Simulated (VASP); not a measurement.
# Bi2S3 (Pnma) in VASP: single point with PBE

Aim: the single point of Bi2S3 with PBE.

Program: VASP 6.6.1. These are calculated values, not measurements. Logs are shortened: lines on timing, memory, paths and dates and some standing lists are left out, and cuts for length are marked.

## (1) The cell of the first run

Symmetry: Pnma, No. 62, orthorhombic system. The conventional cell has a = 10.758 Å, b = 3.883 Å, c = 10.650 Å, α = 90.00°, β = 90.00°, γ = 90.00°. Bi (site symmetry m) has 7 S at 2.70 to 2.94 Å within 3.6 Å. Within 3.5 Å of Bi (site symmetry m) lie 7 S at 2.67 to 3.04 Å. Within 4.0 Å of S (site symmetry m) lie 5 Bi at 2.67 to 2.89 Å and 11 S at 3.54 to 3.97 Å. S (site symmetry m) has 5 Bi at 2.70 to 3.04 Å and 6 S at 3.22 to 3.57 Å within 3.6 Å. Within 3.7 Å of S (site symmetry m) lie 5 Bi at 2.73 to 3.64 Å and 7 S at 3.22 to 3.61 Å.

## (2) Single point, PBE

Contents of INCAR:

```
ALGO = Normal
EDIFF = 1E-7
ENCUT = 520
GGA = PE
ISIF = 2
ISMEAR = -1
LASPH = True
LCHARG = True
LELF = True
LREAL = Auto
LVHAR = True
LWAVE = False
NBANDS = 112
NELM = 100
PREC = Accurate
SIGMA = 0.02
```

Contents of KPOINTS:

```
k-points
0
Gamma
  3 7 3
```

Contents of POSCAR:

```
Bi2S3
1.0
   10.7580000000      0.0000000000      0.0000000000
    0.0000000000      3.8833000000      0.0000000000
    0.0000000000      0.0000000000     10.6500000000
Bi S
8 12
Direct
    0.9951775358      0.2500000000      0.6772804428
    0.5048224642      0.7500000000      0.1772804428
    0.4951775358      0.2500000000      0.8227195572
    0.0048224642      0.7500000000      0.3227195572
    0.3239114544      0.2500000000      0.4718760548
    0.1760885456      0.7500000000      0.9718760548
    0.8239114544      0.2500000000      0.0281239452
    0.6760885456      0.7500000000      0.5281239452
    0.0510913362      0.2500000000      0.1287805501
    0.4489086638      0.7500000000      0.6287805501
    0.5510913362      0.2500000000      0.3712194499
    0.9489086638      0.7500000000      0.8712194499
    0.3756988232      0.2500000000      0.0583703502
    0.1243011768      0.7500000000      0.5583703502
    0.8756988232      0.2500000000      0.4416296498
    0.6243011768      0.7500000000      0.9416296498
    0.2227906158      0.2500000000      0.7984693116
    0.2772093842      0.7500000000      0.2984693116
    0.7227906158      0.2500000000      0.7015306884
    0.7772093842      0.7500000000      0.2015306884
```

Potentials or basis: VASP PAW PBE potentials, release 64 (Bi_d, S).

The run is started by

```bash
> cat potpaw_PBE.64/Bi_d/POTCAR potpaw_PBE.64/S/POTCAR > POTCAR
> mpirun -np 1 vasp_std > vasp.out
```

OUTCAR:

```text
EDIFF = 1E-7
   ENCUT = 520
   GGA = PE
   ISIF = 2
   ISMEAR = -1
   LASPH = True
   LREAL = Auto
   NELM = 100
   PREC = Accurate

 ion  position               nearest neighbor table
   1  0.995  0.250  0.677-  14 2.70  14 2.70  17 2.77  15 2.82  12 2.88  12 2.88  19 2.94
   2  0.505  0.750  0.177-  13 2.70  13 2.70  18 2.77  16 2.82  11 2.88  11 2.88  20 2.94
   3  0.495  0.250  0.823-  16 2.70  16 2.70  19 2.77  13 2.82  10 2.88  10 2.88  17 2.94
   4  0.005  0.750  0.323-  15 2.70  15 2.70  20 2.77  14 2.82   9 2.88   9 2.88  18 2.94
   5  0.324  0.250  0.472-  11 2.67  18 2.73  18 2.73  10 2.89  10 2.89  14 3.04  14 3.04
   6  0.176  0.750  0.972-  12 2.67  17 2.73  17 2.73   9 2.89   9 2.89  13 3.04  13 3.04
   7  0.824  0.250  0.028-   9 2.67  20 2.73  20 2.73  12 2.89  12 2.89  16 3.04  16 3.04
   8  0.676  0.750  0.528-  10 2.67  19 2.73  19 2.73  11 2.89  11 2.89  15 3.04  15 3.04
   9  0.051  0.250  0.129-   7 2.67   4 2.88   4 2.88   6 2.89   6 2.89
  10  0.449  0.750  0.629-   8 2.67   3 2.88   3 2.88   5 2.89   5 2.89
  11  0.551  0.250  0.371-   5 2.67   2 2.88   2 2.88   8 2.89   8 2.89
  12  0.949  0.750  0.871-   6 2.67   1 2.88   1 2.88   7 2.89   7 2.89
  13  0.376  0.250  0.058-   2 2.70   2 2.70   3 2.82   6 3.04   6 3.04
  14  0.124  0.750  0.558-   1 2.70   1 2.70   4 2.82   5 3.04   5 3.04
  15  0.876  0.250  0.442-   4 2.70   4 2.70   1 2.82   8 3.04   8 3.04
  16  0.624  0.750  0.942-   3 2.70   3 2.70   2 2.82   7 3.04   7 3.04
  17  0.223  0.250  0.798-   6 2.73   6 2.73   1 2.77   3 2.94
  18  0.277  0.750  0.298-   5 2.73   5 2.73   2 2.77   4 2.94
  19  0.723  0.250  0.702-   8 2.73   8 2.73   3 2.77   1 2.94
  20  0.777  0.750  0.202-   7 2.73   7 2.73   4 2.77   2 2.94

  LATTYP: Found a simple orthorhombic cell.
 ALAT       =     3.8833000000
 B/A-ratio  =     2.7425128113
 C/A-ratio  =     2.7703242088

  Lattice vectors:

 A1 = (   0.0000000000,   3.8833000000,   0.0000000000)
 A2 = (   0.0000000000,   0.0000000000,  10.6500000000)
 A3 = (  10.7580000000,   0.0000000000,   0.0000000000)

Analysis of symmetry for initial positions (statically):
=====================================================================
 Subroutine PRICEL returns:
 Original cell was already a primitive cell.

 Routine SETGRP: Setting up the symmetry group for a
 simple orthorhombic supercell.

 Subroutine GETGRP returns: Found  8 space group operations
 (whereof  2 operations were pure point group operations)
 out of a pool of  8 trial point group operations.

The static configuration has the point symmetry S_2 .
 The point group associated with its full space group is D_2h.

Analysis of symmetry for dynamics (positions and initial velocities):
=====================================================================
 Subroutine PRICEL returns:
 Original cell was already a primitive cell.

 Routine SETGRP: Setting up the symmetry group for a
 simple orthorhombic supercell.

 Subroutine GETGRP returns: Found  8 space group operations
 (whereof  2 operations were pure point group operations)
 out of a pool of  8 trial point group operations.

The dynamic configuration has the point symmetry S_2 .
 The point group associated with its full space group is D_2h.

 Subroutine INISYM returns: Found  8 space group operations
 (whereof  2 operations are pure point group operations),
 and found     1 'primitive' translations

----------------------------------------------------------------------------------------

                                     Primitive cell

  volume of cell :     444.9202

  direct lattice vectors                    reciprocal lattice vectors
    10.758000000  0.000000000  0.000000000     0.092954081  0.000000000  0.000000000
     0.000000000  3.883300000  0.000000000     0.000000000  0.257512940  0.000000000
     0.000000000  0.000000000 10.650000000     0.000000000  0.000000000  0.093896714

  length of vectors
    10.758000000  3.883300000 10.650000000     0.092954081  0.257512940  0.093896714

  position of ions in fractional coordinates (direct lattice)
     0.995177536  0.250000000  0.677280443
     0.504822464  0.750000000  0.177280443
     0.495177536  0.250000000  0.822719557
     0.004822464  0.750000000  0.322719557
     0.323911454  0.250000000  0.471876055
     0.176088546  0.750000000  0.971876055
[... 12 lines left out ...]
     0.722790616  0.250000000  0.701530688
     0.777209384  0.750000000  0.201530688

  ion indices of the primitive-cell ions
   primitive index   ion index
                 1           1
                 2           2
                 3           3
                 4           4
                 5           5
                 6           6
[... 12 lines left out ...]
                19          19
                20          20

----------------------------------------------------------------------------------------

 KPOINTS: k-points

Automatic generation of k-mesh.
 Grid dimensions read from file:
 generate k-points for:    3    7    3

 Generating k-lattice:

  Cartesian coordinates                     Fractional coordinates (reciprocal lattice)
     0.030984694  0.000000000  0.000000000     0.333333333  0.000000000  0.000000000
     0.000000000  0.036787563  0.000000000     0.000000000  0.142857143  0.000000000
     0.000000000  0.000000000  0.031298905     0.000000000  0.000000000  0.333333333

  Length of vectors
     0.030984694  0.036787563  0.031298905

  Shift w.r.t. Gamma in fractional coordinates (k-lattice)
     0.000000000  0.000000000  0.000000000

 Subroutine IBZKPT returns following result:
 ===========================================

 Found     16 irreducible k-points:

 Following reciprocal coordinates:
            Coordinates               Weight
  0.000000  0.000000  0.000000      1.000000
  0.333333  0.000000  0.000000      2.000000
  0.000000  0.142857  0.000000      2.000000
  0.333333  0.142857  0.000000      4.000000
  0.000000  0.285714  0.000000      2.000000
  0.333333  0.285714  0.000000      4.000000
[... 8 lines left out ...]
  0.000000  0.428571  0.333333      4.000000
  0.333333  0.428571  0.333333      8.000000
   k-points           NKPTS =     16   k-points in BZ     NKDIM =     16   number of bands    NBANDS=    112
   number of dos      NEDOS =    301   number of ions     NIONS =     20
   total plane-waves  NPLWV = 192000
   dimension x,y,z NGX =    80 NGY =   30 NGZ =   80
   dimension x,y,z NGXF=   160 NGYF=   60 NGZF=  160
   ions per type =               8  12
   NGX,Y,Z   is equivalent  to a cutoff of  12.36, 12.84, 12.49 a.u.
   NGXF,Y,Z  is equivalent  to a cutoff of  24.73, 25.69, 24.98 a.u.
 SYSTEM =  unknown system
   PREC   = accura    normal or accurate (medium, high low for compatibility)
   ISTART =      0    job   : 0-new  1-cont  2-samecut
   ICHARG =      2    charge: 1-file 2-atom 10-const
   ISPIN  =      1    spin polarized calculation?
   LNONCOLLINEAR =      F non collinear calculations
   LSORBIT =      F    spin-orbit coupling
   LASPH  =      T    aspherical Exc in radial PAW
   ENCUT  =  520.0 eV  38.22 Ry    6.18 a.u.  20.00  7.22 19.80*2*pi/ulx,y,z
   NELM   =    100;   NELMIN=  2; NELMDL= -5     # of ELM steps
   EDIFF  = 0.1E-06   stopping-criterion for ELM
   LREAL  =      T    real-space projection
   EDIFFG = 0.1E-05   stopping-criterion for IOM
   NSW    =      0    number of steps for IOM
   IBRION =     -1    ionic relax: 0-MD 1-quasi-New 2-CG
   NFREE  =      0    steps in history (QN), initial steepest desc. (CG)
   ISIF   =      2    stress and relaxation
   ISYM   =      2    0-nonsym 1-usesym 2-fastsym
   POTIM  = 0.5000    time-step for ionic-motion
   TEBEG  =    0.0;   TEEND  =   0.0 temperature during run
   PSTRESS=    0.0 pullay stress
   NELECT =     192.0000    total number of electrons
   NUPDOWN=      -1.0000    fix difference up-down
   EMIN   =  10.00;   EMAX   =-10.00  energy-range for DOS
   EFERMI =   0.00;   METHOD = LEGACY
   ISMEAR =    -1;   SIGMA  =   0.02  broadening in eV -4-tet -1-fermi 0-gaus
   EFERMI_NEDOS =   21; number of points for ismear=-14 and -15
   IALGO  =     38    algorithm
   IMIX   =      4    mixing-type and parameters
     AMIX     =   0.40;   BMIX     =  1.00
     AMIX_MAG =   1.60;   BMIX_MAG =  1.00
  volume/ion in A,a.u.               =      22.25       150.12
  Fermi-wavevector in a.u.,A,eV,Ry     =   1.237128  2.337832 20.823513  1.530485
  Thomas-Fermi vector in A             =   2.371708
   LORBIT       =      0    0 simple, 1 ext, 2 COOP (PROOUT), +10 PAW based schemes
   GGA     = PE    functional components
   LHFCALC =     F    Hartree Fock is set to
   AEXX    =    0.0000 exact exchange contribution
   IVDW    =     0    specifies the selected vdW correction
   LEPSILON=     F    determine dielectric tensor
   LRPA    =     F    only Hartree local field effects (RPA)
 non-spin polarized calculation
  energy-cutoff  :      520.00
  volume of cell :      444.92
 maximum number of plane-waves:     12014
   NGX = 41   NGY = 15   NGZ = 39

 number of electron     191.9999951 magnetization

 Free energy of the ion-electron system (eV)
  ---------------------------------------------------
  ext. energy  EPLUGINS =         0.00000000
  ---------------------------------------------------
  free energy    TOTEN  =       -85.99590153 eV

  energy without entropy =      -85.99590153  energy(sigma->0) =      -85.99590153

 E-fermi :   7.2485     XC(G=0): -10.3545

 val. band max:        6.8004368437   @ k =   0.0000   0.0000   0.0000
 cond. band min:       7.8733887404   @ k =   0.0000   0.0000   0.0000
 fundamental gap:      1.0729518966
 Fermi energy:         7.2484910300

 k-point     1 :       0.0000    0.0000    0.0000
  band No.  band energies     occupation
      1     -15.8942      2.00000
      2     -15.8913      2.00000
      3     -15.8897      2.00000
      4     -15.8894      2.00000
      5     -15.8776      2.00000
      6     -15.8756      2.00000
[... 100 lines left out ...]
    107      10.1157      0.00000
    108      10.1621      0.00000
[... 1663 lines left out ...]
    107      10.4895      0.00000
    108      10.6629      0.00000
 [bands above 108 left out]

------------------------ aborting loop because EDIFF is reached ----------------------------------------

  FORCE on cell =-STRESS in cart. coord.  units (eV):
  Direction    XX          YY          ZZ          XY          YZ          ZX
  --------------------------------------------------------------------------------------
  -------------------------------------------------------------------------------------
  Total       23.1491916     22.8922668     21.9611478      0.0000000     -0.0000000      0.0000000
  in kB       83.3612698     82.4360723     79.0830711      0.0000000     -0.0000000      0.0000000
  external PRESSURE =      81.6268044 kB  Pullay stress =       0.0000000 kB

 VOLUME and BASIS-vectors are now :
 -----------------------------------------------------------------------------
  energy-cutoff  :      520.00
  volume of cell :      444.92
      direct lattice vectors                 reciprocal lattice vectors
    10.758000000  0.000000000  0.000000000     0.092954081  0.000000000  0.000000000
     0.000000000  3.883300000  0.000000000     0.000000000  0.257512940  0.000000000
     0.000000000  0.000000000 10.650000000     0.000000000  0.000000000  0.093896714

 POSITION                                       TOTAL-FORCE (eV/Angst)
 -----------------------------------------------------------------------------------
     10.70612      0.97083      7.21304        -0.017636      0.000000      0.007956
      5.43088      2.91248      1.88804         0.017636      0.000000      0.007956
      5.32712      0.97083      8.76196        -0.017636      0.000000     -0.007956
      0.05188      2.91248      3.43696         0.017636      0.000000     -0.007956
      3.48464      0.97083      5.02548         0.011641     -0.000000     -0.039005
      1.89436      2.91248     10.35048        -0.011641     -0.000000     -0.039005
[... 12 lines left out ...]
      7.77578      0.97083      7.47130         0.003085     -0.000000     -0.014788
      8.36122      2.91248      2.14630        -0.003085     -0.000000     -0.014788
 -----------------------------------------------------------------------------------
    total drift:                               -0.000000     -0.000000      0.000000

  FREE ENERGIE OF THE ION-ELECTRON SYSTEM (eV)
  ---------------------------------------------------
  free  energy   TOTEN  =       -85.9959015317 eV

  energy  without entropy=      -85.9959015317  energy(sigma->0) =      -85.99590153
```

Run time: 22 min. Hardware: 1 thread of Intel Xeon Platinum 8488C (Sapphire Rapids), shared host; peak memory 0.73 GiB.

Results:

```
Free energy            : -85.9959 eV
Pressure               : 8.2 GPa
Largest force          : 0.041 eV/Å
Band gap on the k mesh : 1.07 eV
```

Forces in eV/Å, atoms in the order of the input:
```
Bi  -0.018  0.000  0.008
Bi   0.018  0.000  0.008
Bi  -0.018  0.000 -0.008
Bi   0.018  0.000 -0.008
Bi   0.012  0.000 -0.039
Bi  -0.012  0.000 -0.039
Bi   0.012  0.000  0.039
Bi  -0.012  0.000  0.039
S    0.010  0.000  0.009
S   -0.010  0.000  0.009
S    0.010  0.000 -0.009
S   -0.010  0.000 -0.009
S   -0.006  0.000  0.009
S    0.006  0.000  0.009
S   -0.006  0.000 -0.009
S    0.006  0.000 -0.009
S    0.003  0.000  0.015
S   -0.003  0.000  0.015
S    0.003  0.000 -0.015
S   -0.003  0.000 -0.015
```

Stress tensor (GPa, compression positive):
```
8.34 0.00 0.00
0.00 8.24 0.00
0.00 0.00 7.91
```

Caveat: the cell stands under pressure; spin-orbit coupling is left out, which moves the levels of the heavy elements. A k mesh can miss the band edges.
